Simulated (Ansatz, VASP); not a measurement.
**One calculation of Ga, two programs**

```xyz
2
Lattice="1.3830 -4.0265 0.0000 1.3830 4.0265 0.0000 -0.1174 0.0000 3.3299" Properties=species:S:1:pos:R:3 pbc="T T T"
Ga    1.3536   -2.9716    0.8325
Ga    1.2949    2.9716    2.4974
```

Alike in both runs: task single point; functional PBEsol; k mesh 14 × 14 × 11; occupations fermi-dirac, width 0.03 eV; no spin polarisation.

|  | VASP | Ansatz |
| --- | --- | --- |
| version | VASP 6.6.1 | Ansatz 0.2.0 |
| potentials or method | VASP PAW PBE potentials, release 64 (Ga_d), cutoff 520 eV | all-electron LAPW, scalar-relativistic |

```csv
,VASP,Ansatz,Ansatz less VASP
pressure (GPa),-1.8,-1.8,-0.03
"traceless stress, the component that is largest in VASP (GPa)",-0.10,-0.10,0.000
rms of the force components (eV/Å),0.106,0.106,+0.0001
```

VASP's potentials were made for PBE, not for PBEsol. Atom by atom the forces differ by 0.000 eV/Å (rms over components). Ansatz ran all-electron here, and VASP with PAW potentials.
